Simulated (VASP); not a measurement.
# C in VASP: relaxation of the atoms with PBEsol

Aim: the relaxation of the atoms of C with PBEsol.

All numbers are computed with VASP 6.6.1; they aren't measurements. Logs are shortened: lines on timing, memory, paths and dates and some standing lists are left out, and cuts for length are marked.

**1. The cell of the first run**

The cell holds a slab with vacuum, 8 atoms: a = 2.459 Å, b = 2.459 Å, c = 33.658 Å, α = 90.00°, β = 90.00°, γ = 120.00°.

**2. Relaxation of the atoms, PBEsol**

Contents of INCAR:

```
ALGO = Normal
DIPOL = 0.5 0.5 0.500
EDIFF = 1E-6
EDIFFG = -0.02
ENCUT = 520
GGA = PS
IBRION = 2
IDIPOL = 3
ISIF = 2
ISMEAR = 0
LASPH = True
LCHARG = False
LDIPOL = True
LREAL = False
LWAVE = False
NELM = 100
NSW = 80
PREC = Accurate
SIGMA = 0.1
```

Contents of KPOINTS:

```
k-points
0
Gamma
  15 15 1
```

Contents of POSCAR:

```
C
1.0
    2.4589175860      0.0000000000      0.0000000000
   -1.2294587930      2.1294850953      0.0000000000
    0.0000000000      0.0000000000     33.6577226350
C
8
Direct
    0.6666666667      0.3333333333      0.2228314756
    0.3333333333      0.6666666667      0.2228418270
    0.6666666667      0.3333333333      0.4463358775
    0.3333333333      0.6666666667      0.4463462289
    0.3333333333      0.6666666667      0.5536537711
    0.0000000000      0.0000000000      0.5536641225
    0.0000000000      0.0000000000      0.7771685244
    0.3333333333      0.6666666667      0.7771581730
```

Potentials or basis: VASP PAW PBE potentials, release 64 (C).

Launch:

```console
> cat potpaw_PBE.64/C/POTCAR > POTCAR
> mpirun -np 1 vasp_std > vasp.out
```

OUTCAR:

```text
EDIFF = 1E-6
   EDIFFG = -0.02
   ENCUT = 520
   GGA = PS
   IBRION = 2
   ISIF = 2
   ISMEAR = 0
   LASPH = True
   LREAL = False
   NELM = 100
   NSW = 80
   PREC = Accurate

 ion  position               nearest neighbor table
   1  0.667  0.333  0.223-   2 1.42   2 1.42   2 1.42
   2  0.333  0.667  0.223-   1 1.42   1 1.42   1 1.42
   3  0.667  0.333  0.446-   4 1.42   4 1.42   4 1.42
   4  0.333  0.667  0.446-   3 1.42   3 1.42   3 1.42
   5  0.333  0.667  0.554-   6 1.42   6 1.42   6 1.42
   6  0.000  0.000  0.554-   5 1.42   5 1.42   5 1.42
   7  0.000  0.000  0.777-   8 1.42   8 1.42   8 1.42
   8  0.333  0.667  0.777-   7 1.42   7 1.42   7 1.42

  LATTYP: Found a hexagonal cell.
 ALAT       =     2.4589175860
 C/A-ratio  =    13.6880238795

  Lattice vectors:

 A1 = (   2.4589175860,   0.0000000000,   0.0000000000)
 A2 = (  -1.2294587930,   2.1294850953,   0.0000000000)
 A3 = (   0.0000000000,   0.0000000000,  33.6577226350)

Analysis of symmetry for initial positions (statically):
=====================================================================
 Subroutine PRICEL returns:
 Original cell was already a primitive cell.

 Routine SETGRP: Setting up the symmetry group for a
 hexagonal supercell.

 Subroutine GETGRP returns: Found 12 space group operations
 (whereof  6 operations were pure point group operations)
 out of a pool of 24 trial point group operations.

The static configuration has the point symmetry C_3v.
 The point group associated with its full space group is D_3d.

Analysis of symmetry for dynamics (positions and initial velocities):
=====================================================================
 Subroutine PRICEL returns:
 Original cell was already a primitive cell.

 Routine SETGRP: Setting up the symmetry group for a
 hexagonal supercell.

 Subroutine GETGRP returns: Found 12 space group operations
 (whereof  6 operations were pure point group operations)
 out of a pool of 24 trial point group operations.

The dynamic configuration has the point symmetry C_3v.
 The point group associated with its full space group is D_3d.

 Subroutine INISYM returns: Found 12 space group operations
 (whereof  6 operations are pure point group operations),
 and found     1 'primitive' translations

----------------------------------------------------------------------------------------

                                     Primitive cell

  volume of cell :     176.2395

  direct lattice vectors                    reciprocal lattice vectors
     2.458917586  0.000000000  0.000000000     0.406683008  0.234798544  0.000000000
    -1.229458793  2.129485095  0.000000000     0.000000000  0.469597088  0.000000000
     0.000000000  0.000000000 33.657722635     0.000000000  0.000000000  0.029710863

  length of vectors
     2.458917586  2.458917586 33.657722635     0.469597088  0.469597088  0.029710863

  position of ions in fractional coordinates (direct lattice)
     0.666666667  0.333333333  0.222831476
     0.333333333  0.666666667  0.222841827
     0.666666667  0.333333333  0.446335877
     0.333333333  0.666666667  0.446346229
     0.333333333  0.666666667  0.553653771
     0.000000000  0.000000000  0.553664123
     0.000000000  0.000000000  0.777168524
     0.333333333  0.666666667  0.777158173

  ion indices of the primitive-cell ions
   primitive index   ion index
                 1           1
                 2           2
                 3           3
                 4           4
                 5           5
                 6           6
                 7           7
                 8           8

----------------------------------------------------------------------------------------

 KPOINTS: k-points

Automatic generation of k-mesh.
 Grid dimensions read from file:
 generate k-points for:   15   15    1

 Generating k-lattice:

  Cartesian coordinates                     Fractional coordinates (reciprocal lattice)
     0.027112201  0.015653236  0.000000000     0.066666667  0.000000000  0.000000000
     0.000000000  0.031306473  0.000000000     0.000000000  0.066666667  0.000000000
     0.000000000  0.000000000  0.029710863     0.000000000  0.000000000  1.000000000

  Length of vectors
     0.031306473  0.031306473  0.029710863

  Shift w.r.t. Gamma in fractional coordinates (k-lattice)
     0.000000000  0.000000000  0.000000000

 Subroutine IBZKPT returns following result:
 ===========================================

 Found     27 irreducible k-points:

 Following reciprocal coordinates:
            Coordinates               Weight
  0.000000  0.000000  0.000000      1.000000
  0.066667  0.000000  0.000000      6.000000
  0.133333  0.000000  0.000000      6.000000
  0.200000  0.000000  0.000000      6.000000
  0.266667  0.000000  0.000000      6.000000
  0.333333  0.000000  0.000000      6.000000
[... 16 lines left out ...]
  0.333333  0.200000  0.000000     12.000000
  0.400000  0.200000  0.000000      6.000000
 [... further k-points ...]
   k-points           NKPTS =     27   k-points in BZ     NKDIM =     27   number of bands    NBANDS=     21
   number of dos      NEDOS =    301   number of ions     NIONS =      8
   total plane-waves  NPLWV =  81000
   dimension x,y,z NGX =    18 NGY =   18 NGZ =  250
   dimension x,y,z NGXF=    36 NGYF=   36 NGZF=  500
   ions per type =               8
   NGX,Y,Z   is equivalent  to a cutoff of  12.17, 12.17, 12.35 a.u.
   NGXF,Y,Z  is equivalent  to a cutoff of  24.34, 24.34, 24.70 a.u.
 SYSTEM =  unknown system
   PREC   = accura    normal or accurate (medium, high low for compatibility)
   ISTART =      0    job   : 0-new  1-cont  2-samecut
   ICHARG =      2    charge: 1-file 2-atom 10-const
   ISPIN  =      1    spin polarized calculation?
   LNONCOLLINEAR =      F non collinear calculations
   LSORBIT =      F    spin-orbit coupling
   LASPH  =      T    aspherical Exc in radial PAW
   ENCUT  =  520.0 eV  38.22 Ry    6.18 a.u.   4.57  4.57 62.58*2*pi/ulx,y,z
   NELM   =    100;   NELMIN=  2; NELMDL= -5     # of ELM steps
   EDIFF  = 0.1E-05   stopping-criterion for ELM
   LREAL  =      F    real-space projection
   EDIFFG = -.2E-01   stopping-criterion for IOM
   NSW    =     80    number of steps for IOM
   IBRION =      2    ionic relax: 0-MD 1-quasi-New 2-CG
   NFREE  =      1    steps in history (QN), initial steepest desc. (CG)
   ISIF   =      2    stress and relaxation
   ISYM   =      2    0-nonsym 1-usesym 2-fastsym
   POTIM  = 0.5000    time-step for ionic-motion
   TEBEG  =    0.0;   TEEND  =   0.0 temperature during run
   PSTRESS=    0.0 pullay stress
   NELECT =      32.0000    total number of electrons
   NUPDOWN=      -1.0000    fix difference up-down
   EMIN   =  10.00;   EMAX   =-10.00  energy-range for DOS
   EFERMI =   0.00;   METHOD = LEGACY
   ISMEAR =     0;   SIGMA  =   0.10  broadening in eV -4-tet -1-fermi 0-gaus
   EFERMI_NEDOS =   21; number of points for ismear=-14 and -15
   IALGO  =     38    algorithm
   IMIX   =      4    mixing-type and parameters
     AMIX     =   0.40;   BMIX     =  1.00
     AMIX_MAG =   1.60;   BMIX_MAG =  1.00
  volume/ion in A,a.u.               =      22.03       148.67
  Fermi-wavevector in a.u.,A,eV,Ry     =   0.927023  1.751819 11.692455  0.859371
  Thomas-Fermi vector in A             =   2.053048
   LORBIT       =      0    0 simple, 1 ext, 2 COOP (PROOUT), +10 PAW based schemes
   GGA     = PS    functional components
   LHFCALC =     F    Hartree Fock is set to
   AEXX    =    0.0000 exact exchange contribution
   IVDW    =     0    specifies the selected vdW correction
   LEPSILON=     F    determine dielectric tensor
   LRPA    =     F    only Hartree local field effects (RPA)
 conjugate gradient relaxation of ions
 non-spin polarized calculation
 Gauss-broadening in eV      SIGMA  =   0.10
  energy-cutoff  :      520.00
  volume of cell :      176.24
 maximum number of plane-waves:      4808
   NGX =  9   NGY =  9   NGZ =125

 number of electron      31.9999991 magnetization

 dipolmoment           0.000000      0.000000      0.000000 electrons x Angstroem

 Free energy of the ion-electron system (eV)
  ---------------------------------------------------
  ext. energy  EPLUGINS =         0.00000000
  ---------------------------------------------------
  free energy    TOTEN  =       -77.13332092 eV

  energy without entropy =      -77.13030336  energy(sigma->0) =      -77.13181214

 E-fermi :  -0.7186     XC(G=0):  -4.8546

 val. band max:       -0.7191694374   @ k =   0.3333   0.3333   0.0000
 cond. band min:      -0.7183425691   @ k =   0.3333   0.3333   0.0000
 fundamental gap:      0.0008268683
 Fermi energy:        -0.7185984810

 k-point     1 :       0.0000    0.0000    0.0000
  band No.  band energies     occupation
      1     -20.3057      2.00000
      2     -20.2718      2.00000
      3     -20.2718      2.00000
      4     -20.2207      2.00000
      5      -8.7567      2.00000
      6      -8.4252      2.00000
[... 13 lines left out ...]
     20       3.2249      0.00000
     21       3.7346      0.00000

 k-point     2 :       0.0667    0.0000    0.0000
  band No.  band energies     occupation
      1     -20.1997      2.00000
      2     -20.1662      2.00000
      3     -20.1662      2.00000
      4     -20.1154      2.00000
      5      -8.6286      2.00000
      6      -8.2986      2.00000
[... 13 lines left out ...]
     20       3.3683      0.00000
     21       3.8760      0.00000
[... 487 lines left out ...]
      5     -12.3723      2.00000
      6     -12.3620      2.00000
[... 13 lines left out ...]
     20       1.4426      0.00000
     21       9.2669      0.00000

 k-point    24 :       0.4000    0.2000    0.0000
  band No.  band energies     occupation
      1     -14.3563      2.00000
      2     -14.3505      2.00000
      3     -14.3505      2.00000
      4     -14.3278      2.00000
      5     -13.4339      2.00000
      6     -13.4339      2.00000
[... 13 lines left out ...]
     20       0.6304      0.00000
     21      10.0044      0.00000

 [... further k-points ...]

------------------------ aborting loop because EDIFF is reached ----------------------------------------

 vacuum level on the upper side and lower side of the slab       (xc-potential included)        -0.009        -0.009

  FORCE on cell =-STRESS in cart. coord.  units (eV):
  Direction    XX          YY          ZZ          XY          YZ          ZX
  --------------------------------------------------------------------------------------
  -------------------------------------------------------------------------------------
  Total        0.4520846      0.4520846     -0.0463656      0.0000000      0.0000000     -0.0000000
  in kB        4.1098593      4.1098593     -0.4215052      0.0000000      0.0000000     -0.0000000
  external PRESSURE =       2.5994045 kB  Pullay stress =       0.0000000 kB

 VOLUME and BASIS-vectors are now :
 -----------------------------------------------------------------------------
  energy-cutoff  :      520.00
  volume of cell :      176.24
      direct lattice vectors                 reciprocal lattice vectors
     2.458917586  0.000000000  0.000000000     0.406683008  0.234798544  0.000000000
    -1.229458793  2.129485095  0.000000000     0.000000000  0.469597088  0.000000000
     0.000000000  0.000000000 33.657722635     0.000000000  0.000000000  0.029710863

 POSITION                                       TOTAL-FORCE (eV/Angst)
 -----------------------------------------------------------------------------------
      1.22946      0.70983      7.50000        -0.000000      0.000000      0.006022
     -0.00000      1.41966      7.50035         0.000000      0.000000     -0.005765
      1.22946      0.70983     15.02265         0.000000      0.000000      0.001048
     -0.00000      1.41966     15.02300         0.000000     -0.000000      0.000499
     -0.00000      1.41966     18.63473         0.000000     -0.000000     -0.000499
      0.00000      0.00000     18.63507        -0.000000     -0.000000     -0.001048
      0.00000      0.00000     26.15772         0.000000     -0.000000     -0.006022
     -0.00000      1.41966     26.15737         0.000000     -0.000000      0.005765
 -----------------------------------------------------------------------------------
    total drift:                                0.000000     -0.000000     -0.000000

  FREE ENERGIE OF THE ION-ELECTRON SYSTEM (eV)
  ---------------------------------------------------
  free  energy   TOTEN  =       -77.1333209207 eV

  energy  without entropy=      -77.1303033639  energy(sigma->0) =      -77.13181214

 reached required accuracy - stopping structural energy minimisation

 vacuum level on the upper side and lower side of the slab         3.579         3.579
```

Run time: 1.9 min. Hardware: 1 thread of Intel Xeon Platinum 8259CL at 2.50GHz (Skylake/Cascade Lake), shared host; peak memory 0.28 GiB.

Results:

| Property | Result |
| --- | --- |
| Free energy | -77.1333 eV |
| Largest force after relaxing | 0.006 eV/Å |
| Band gap on the k mesh | zero (filled and empty bands touch) |

Forces on the atoms (eV/Å):
```
C    0.000  0.000  0.006
C    0.000  0.000 -0.006
C    0.000  0.000  0.001
C    0.000  0.000  0.000
C    0.000  0.000  0.000
C    0.000  0.000 -0.001
C    0.000  0.000 -0.006
C    0.000  0.000  0.006
```

Final structure:
```xyz
8
Lattice="2.4589 0.0000 0.0000 -1.2295 2.1295 0.0000 0.0000 0.0000 33.6577" Properties=species:S:1:pos:R:3 pbc="T T T"
C     1.2295    0.7098    7.5000
C     0.0000    1.4197    7.5003
C     1.2295    0.7098   15.0226
C     0.0000    1.4197   15.0230
C     0.0000    1.4197   18.6347
C     0.0000    0.0000   18.6351
C     0.0000    0.0000   26.1577
C     0.0000    1.4197   26.1574
```

Caveat: the relaxation stopped at its first step, so nothing moved; the PAW data sets were made with another functional, which shifts forces and pressure a little.
